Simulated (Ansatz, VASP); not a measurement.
**One calculation of W, two programs**

```xyz
4
Lattice="2.7454 0.0000 0.0000 -1.3727 2.3776 0.0000 0.0000 0.0000 9.6366" Properties=species:S:1:pos:R:3 pbc="T T T"
W     1.3727    2.3776    0.0000
W     2.7454    0.0000    4.8183
W     0.0000    1.5851    2.4091
W     1.3727    0.7925    7.2274
```

Alike in both runs: functional LDA; k mesh 13 × 13 × 4; occupations fermi-dirac, width 0.1 eV; no spin polarisation.

Ansatz relaxed the structure, and its values are those at the end. VASP's run is a single point on that final structure, the one shown.

|  | VASP | Ansatz |
| --- | --- | --- |
| version | VASP 6.6.1 | Ansatz 0.2.0 |
| potentials or method | VASP PAW LDA potentials, release 64 (W_sv), cutoff 520 eV | plane waves (420 eV) with PAW, scalar-relativistic |
| valence electrons in the cell | 56 | 56 |

Ansatz gave:

| Quantity | Value |
| --- | --- |
| pressure (GPa) | 0.0 |

Which values does VASP return?

Pressure (GPa): 1.8.

Ansatz warns that its potentials were made for another functional, while VASP's fit it. LDA's correlation is that of Perdew and Zunger in VASP and of Perdew and Wang (1992) in Ansatz.

Neither program's run includes spin-orbit coupling.
